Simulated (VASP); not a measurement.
# KHf3 (Pm-3m) in VASP: notebook, part 3 of 3

VASP 6.6.1.

**5. Single point, PBE**

This run uses another cell than the first one, of 25.08 Å³/atom, 1.077 times its volume.

The input, INCAR:

```
SYSTEM = KHf3
  PREC = Accurate
  ENCUT = 520
  EDIFF = 1E-6
  ISMEAR = 0
  SIGMA = 0.1
  LREAL = .False.
  LASPH = .True.
  NELM = 80
  ALGO = Fast
  ISIF = 2
  LWAVE = .False.
  LCHARG = .False.
  GGA = PE
  NBANDS = 28
```

The input, KPOINTS:

```
Automatic mesh
0
Gamma
  10 10 10
  0 0 0
```

The input, POSCAR:

```
KHf3
1.0
    4.6463398500      0.0000000000      0.0000000000
    0.0000000000      4.6463398500      0.0000000000
    0.0000000000      0.0000000000      4.6463398500
K Hf
1 3
Direct
    0.0000000000      0.0000000000      0.0000000000
    0.0000000000      0.5000000000      0.5000000000
    0.5000000000      0.0000000000      0.5000000000
    0.5000000000      0.5000000000      0.0000000000
```

Potentials or basis: VASP PAW PBE potentials, release 64 (K_sv, Hf_pv).

Command:

```bash
$ cat potpaw_PBE.64/K_sv/POTCAR potpaw_PBE.64/Hf_pv/POTCAR > POTCAR
$ mpirun -np 1 vasp_std > vasp.out
```

OUTCAR:

```text
SYSTEM = KHf3
   PREC = Accurate
   ENCUT = 520
   EDIFF = 1E-6
   ISMEAR = 0
   LREAL = .False.
   LASPH = .True.
   NELM = 80
   ISIF = 2
   GGA = PE

 ion  position               nearest neighbor table
   1  0.000  0.000  0.000-   2 3.29   3 3.29   4 3.29   2 3.29   3 3.29   2 3.29   4 3.29   2 3.29
                             3 3.29   4 3.29   3 3.29   4 3.29
   2  0.000  0.500  0.500-   1 3.29   3 3.29   4 3.29   1 3.29   4 3.29   1 3.29   3 3.29   1 3.29
                             3 3.29   4 3.29   4 3.29   3 3.29
   3  0.500  0.000  0.500-   1 3.29   2 3.29   4 3.29   1 3.29   4 3.29   2 3.29   4 3.29   4 3.29
                             1 3.29   2 3.29   1 3.29   2 3.29
   4  0.500  0.500  0.000-   1 3.29   2 3.29   3 3.29   2 3.29   3 3.29   1 3.29   3 3.29   3 3.29
                             1 3.29   2 3.29   2 3.29   1 3.29

  LATTYP: Found a simple cubic cell.
 ALAT       =     4.6463398500

  Lattice vectors:

 A1 = (   4.6463398500,   0.0000000000,   0.0000000000)
 A2 = (   0.0000000000,   4.6463398500,   0.0000000000)
 A3 = (   0.0000000000,   0.0000000000,   4.6463398500)

Analysis of symmetry for initial positions (statically):
=====================================================================
 Subroutine PRICEL returns:
 Original cell was already a primitive cell.

 Routine SETGRP: Setting up the symmetry group for a
 simple cubic supercell.

 Subroutine GETGRP returns: Found 48 space group operations
 (whereof 48 operations were pure point group operations)
 out of a pool of 48 trial point group operations.

The static configuration has the point symmetry O_h .

Analysis of symmetry for dynamics (positions and initial velocities):
=====================================================================
 Subroutine PRICEL returns:
 Original cell was already a primitive cell.

 Routine SETGRP: Setting up the symmetry group for a
 simple cubic supercell.

 Subroutine GETGRP returns: Found 48 space group operations
 (whereof 48 operations were pure point group operations)
 out of a pool of 48 trial point group operations.

The dynamic configuration has the point symmetry O_h .

 Subroutine INISYM returns: Found 48 space group operations
 (whereof 48 operations are pure point group operations),
 and found     1 'primitive' translations

----------------------------------------------------------------------------------------

                                     Primitive cell

  volume of cell :     100.3074

  direct lattice vectors                    reciprocal lattice vectors
     4.646339850  0.000000000  0.000000000     0.215223172  0.000000000  0.000000000
     0.000000000  4.646339850  0.000000000     0.000000000  0.215223172  0.000000000
     0.000000000  0.000000000  4.646339850     0.000000000  0.000000000  0.215223172

  length of vectors
     4.646339850  4.646339850  4.646339850     0.215223172  0.215223172  0.215223172

  position of ions in fractional coordinates (direct lattice)
     0.000000000  0.000000000  0.000000000
     0.000000000  0.500000000  0.500000000
     0.500000000  0.000000000  0.500000000
     0.500000000  0.500000000  0.000000000

  ion indices of the primitive-cell ions
   primitive index   ion index
                 1           1
                 2           2
                 3           3
                 4           4

----------------------------------------------------------------------------------------

 KPOINTS: Automatic mesh

Automatic generation of k-mesh.
 Grid dimensions read from file:
 generate k-points for:   10   10   10

 Generating k-lattice:

  Cartesian coordinates                     Fractional coordinates (reciprocal lattice)
     0.021522317  0.000000000  0.000000000     0.100000000  0.000000000  0.000000000
     0.000000000  0.021522317  0.000000000     0.000000000  0.100000000  0.000000000
     0.000000000  0.000000000  0.021522317     0.000000000  0.000000000  0.100000000

  Length of vectors
     0.021522317  0.021522317  0.021522317

  Shift w.r.t. Gamma in fractional coordinates (k-lattice)
     0.000000000  0.000000000  0.000000000

 Subroutine IBZKPT returns following result:
 ===========================================

 Found     56 irreducible k-points:

 Following reciprocal coordinates:
            Coordinates               Weight
  0.000000  0.000000  0.000000      1.000000
  0.100000  0.000000  0.000000      6.000000
  0.200000  0.000000  0.000000      6.000000
  0.300000  0.000000  0.000000      6.000000
  0.400000  0.000000  0.000000      6.000000
  0.500000  0.000000  0.000000      3.000000
[... 16 lines left out ...]
  0.200000  0.100000  0.100000     24.000000
  0.300000  0.100000  0.100000     24.000000
 [... further k-points ...]
   k-points           NKPTS =     56   k-points in BZ     NKDIM =     56   number of bands    NBANDS=     28
   number of dos      NEDOS =    301   number of ions     NIONS =      4
   total plane-waves  NPLWV =  46656
   dimension x,y,z NGX =    36 NGY =   36 NGZ =   36
   dimension x,y,z NGXF=    72 NGYF=   72 NGZF=   72
   ions per type =               1   3
   NGX,Y,Z   is equivalent  to a cutoff of  12.88, 12.88, 12.88 a.u.
   NGXF,Y,Z  is equivalent  to a cutoff of  25.76, 25.76, 25.76 a.u.
 SYSTEM =  KHf3
   PREC   = accura    normal or accurate (medium, high low for compatibility)
   ISTART =      0    job   : 0-new  1-cont  2-samecut
   ICHARG =      2    charge: 1-file 2-atom 10-const
   ISPIN  =      1    spin polarized calculation?
   LNONCOLLINEAR =      F non collinear calculations
   LSORBIT =      F    spin-orbit coupling
   LASPH  =      T    aspherical Exc in radial PAW
   ENCUT  =  520.0 eV  38.22 Ry    6.18 a.u.   8.64  8.64  8.64*2*pi/ulx,y,z
   NELM   =     80;   NELMIN=  2; NELMDL= -5     # of ELM steps
   EDIFF  = 0.1E-05   stopping-criterion for ELM
   LREAL  =      F    real-space projection
   EDIFFG = 0.1E-04   stopping-criterion for IOM
   NSW    =      0    number of steps for IOM
   IBRION =     -1    ionic relax: 0-MD 1-quasi-New 2-CG
   NFREE  =      0    steps in history (QN), initial steepest desc. (CG)
   ISIF   =      2    stress and relaxation
   ISYM   =      2    0-nonsym 1-usesym 2-fastsym
   POTIM  = 0.5000    time-step for ionic-motion
   TEBEG  =    0.0;   TEEND  =   0.0 temperature during run
   PSTRESS=    0.0 pullay stress
   NELECT =      39.0000    total number of electrons
   NUPDOWN=      -1.0000    fix difference up-down
   EMIN   =  10.00;   EMAX   =-10.00  energy-range for DOS
   EFERMI =   0.00;   METHOD = LEGACY
   ISMEAR =     0;   SIGMA  =   0.10  broadening in eV -4-tet -1-fermi 0-gaus
   EFERMI_NEDOS =   21; number of points for ismear=-14 and -15
   IALGO  =     68    algorithm
   IMIX   =      4    mixing-type and parameters
     AMIX     =   0.40;   BMIX     =  1.00
     AMIX_MAG =   1.60;   BMIX_MAG =  1.00
  volume/ion in A,a.u.               =      25.08       169.23
  Fermi-wavevector in a.u.,A,eV,Ry     =   1.194865  2.257967 19.425060  1.427702
  Thomas-Fermi vector in A             =   2.330844
   LORBIT       =      0    0 simple, 1 ext, 2 COOP (PROOUT), +10 PAW based schemes
   GGA     = PE    functional components
   LHFCALC =     F    Hartree Fock is set to
   AEXX    =    0.0000 exact exchange contribution
   IVDW    =     0    specifies the selected vdW correction
   LEPSILON=     F    determine dielectric tensor
   LRPA    =     F    only Hartree local field effects (RPA)
 non-spin polarized calculation
 RMM-DIIS sequential band-by-band and
 Gauss-broadening in eV      SIGMA  =   0.10
  energy-cutoff  :      520.00
  volume of cell :      100.31
 maximum number of plane-waves:      2730
 NGX is ok and might be reduce to    36
   NGX = 17   NGY = 17   NGZ = 17

 number of electron      39.0000008 magnetization

 Free energy of the ion-electron system (eV)
  ---------------------------------------------------
  ext. energy  EPLUGINS =         0.00000000
  ---------------------------------------------------
  free energy    TOTEN  =       -26.61453355 eV

  energy without entropy =      -26.59533678  energy(sigma->0) =      -26.60493517

 E-fermi :   3.6302     XC(G=0): -10.3768

 val. band max:        3.6187148430   @ k =   0.5000   0.1000   0.0000
 cond. band min:       3.6345164442   @ k =   0.5000   0.5000   0.3000
 fundamental gap:      0.0158016011
 Fermi energy:         3.6301538536

 k-point     1 :       0.0000    0.0000    0.0000
  band No.  band energies     occupation
      1     -27.3877      2.00000
      2     -27.3877      2.00000
      3     -27.3877      2.00000
      4     -27.2319      2.00000
      5     -27.2319      2.00000
      6     -27.2319      2.00000
[... 733 lines left out ...]
     27       6.7780      0.00000
     28       6.9710      0.00000

 [... further k-points ...]
[... 5 lines left out ...]
  --------------------------------------------------------------------------------------
  -------------------------------------------------------------------------------------
  Total       -0.0894422     -0.0894422     -0.0894422      0.0000000      0.0000000     -0.0000000
  in kB       -1.4286306     -1.4286306     -1.4286306      0.0000000      0.0000000     -0.0000000
  external PRESSURE =      -1.4286306 kB  Pullay stress =       0.0000000 kB

 VOLUME and BASIS-vectors are now :
 -----------------------------------------------------------------------------
  energy-cutoff  :      520.00
  volume of cell :      100.31
      direct lattice vectors                 reciprocal lattice vectors
     4.646339850  0.000000000  0.000000000     0.215223172  0.000000000  0.000000000
     0.000000000  4.646339850  0.000000000     0.000000000  0.215223172  0.000000000
     0.000000000  0.000000000  4.646339850     0.000000000  0.000000000  0.215223172

 POSITION                                       TOTAL-FORCE (eV/Angst)
 -----------------------------------------------------------------------------------
      0.00000      0.00000      0.00000         0.000000      0.000000      0.000000
      0.00000      2.32317      2.32317         0.000000      0.000000      0.000000
      2.32317      0.00000      2.32317         0.000000      0.000000      0.000000
      2.32317      2.32317      0.00000         0.000000      0.000000      0.000000
 -----------------------------------------------------------------------------------
    total drift:                                0.000000      0.000000      0.000000

  FREE ENERGIE OF THE ION-ELECTRON SYSTEM (eV)
  ---------------------------------------------------
  free  energy   TOTEN  =       -26.6145335531 eV

  energy  without entropy=      -26.5953367796  energy(sigma->0) =      -26.60493517
```

It took 4 min on 1 thread of Intel Xeon 8259CL, shared host; peak memory 0.29 GiB.

What came out:

- Free energy: -26.6145 eV
- Pressure: -0.1 GPa

Caveat: spin-orbit coupling is left out, which moves the levels of the heavy elements.

**6. Relaxation of cell and atoms, PBE**

This run uses another cell than the first one, of 25.22 Å³/atom, 1.083 times its volume.

The input, INCAR:

```
  PREC = Accurate
  ENCUT = 600
  EDIFF = 1E-6
  ISMEAR = 0
  SIGMA = 0.1
  LREAL = False
  LASPH = True
  NELM = 80
  ALGO = Fast
  ISIF = 3
  LWAVE = False
  LCHARG = False
  GGA = PE
  IBRION = 2
  NSW = 100
  EDIFFG = -0.01
```

The input, KPOINTS:

```
regular mesh
0
Gamma
  10 10 10
```

The input, POSCAR:

```
KHf3
1.0
    4.6552550741      0.0000000000      0.0000000000
    0.0000000000      4.6552550741      0.0000000000
    0.0000000000      0.0000000000      4.6552550741
K Hf
1 3
Direct
    0.0000000000      0.0000000000      0.0000000000
    0.0000000000      0.5000000000      0.5000000000
    0.5000000000      0.0000000000      0.5000000000
    0.5000000000      0.5000000000      0.0000000000
```

Potentials or basis: VASP PAW PBE potentials, release 64 (K_sv, Hf_pv).

Command:

```bash
$ cat potpaw_PBE.64/K_sv/POTCAR potpaw_PBE.64/Hf_pv/POTCAR > POTCAR
$ mpirun -np 1 vasp_std > vasp.out
```

It took 11 min on 1 thread of Intel Xeon 8259CL, shared host; peak memory 0.35 GiB.

The run converged. Its results:

```yaml
Free_energy: -26.6148 eV
Relaxed_volume: 25.02 Å³/atom
Relaxed_cell: a = 4.643 Å, b = 4.643 Å, c = 4.643 Å, α = 90.00°, β = 90.00°, γ = 90.00°
Space_group_after_relaxing_to_0.05_Å: Pm-3m (No. 221)
Energy_gained_by_relaxing: 0.3 meV/atom
Ionic_steps: 3
Pressure_after_relaxing: 0.0 GPa
```

The path:
```
step  energy change (eV)  largest force (eV/Å)  pressure (GPa)  volume (Å³)
   1              0.0000                0.0000           -0.48       100.89
   2             -0.0011                0.0000            0.24        99.78
   3             -0.0012                0.0000            0.00       100.09
```

Final structure:
```xyz
4
Lattice="4.6429 0.0000 0.0000 0.0000 4.6429 0.0000 0.0000 0.0000 4.6429" Properties=species:S:1:pos:R:3 pbc="T T T"
K     0.0000    0.0000    0.0000
Hf    0.0000    2.3215    2.3215
Hf    2.3215    0.0000    2.3215
Hf    2.3215    2.3215    0.0000
```

Levels at points of the mesh, in eV from the Fermi level:
| k point | band 16 | band 17 | band 18 | band 19 | band 20 | band 21 | band 22 | band 23 |
| --- | --- | --- | --- | --- | --- | --- | --- | --- |
| (0.00, 0.00, 0.00) | -2.23 | -2.16 | -1.27 | -1.27 | -1.27 | 2.11 | 2.11 | 2.11 |
| (0.50, 0.00, 0.00) | -1.19 | -0.67 | -0.62 | 0.09 | 0.09 | 0.32 | 0.32 | 0.89 |
| (0.50, 0.50, 0.00) | -2.29 | -0.79 | -0.36 | 0.12 | 0.12 | 0.48 | 0.52 | 0.52 |
| (0.50, 0.50, 0.50) | -2.94 | -1.56 | 0.35 | 0.92 | 0.92 | 0.92 | 1.42 | 1.42 |

Caveat: spin-orbit coupling is left out, which moves the levels of the heavy elements.

**7. Overview**

```csv
task,cell,k mesh,cutoff (eV),gap on the mesh (eV),pressure (GPa),relaxed volume (Å³/atom)
single point,"a = 4.534 Å, 4 atoms",4 × 4 × 4,520,none,5.2,-
single point,"a = 4.655 Å, 4 atoms",4 × 4 × 4,520,none,-0.4,-
relaxation of cell and atoms,"relaxed from a = 4.534 Å, 4 atoms",4 × 4 × 4,600,none,0.0,25.05
single point,"a = 4.646 Å, 4 atoms",10 × 10 × 10,520,none,-0.1,-
relaxation of cell and atoms,"relaxed from a = 4.655 Å, 4 atoms",10 × 10 × 10,600,none,0.0,25.02
```

Alike in all rows: level PBE; potentials or basis VASP PAW PBE potentials, release 64 (K_sv, Hf_pv); no spin polarisation; smearing gaussian 0.1 eV.

Caveats: spin-orbit coupling is left out, which moves the levels of the heavy elements.

Absolute energies hang on the potentials; compare differences alone.
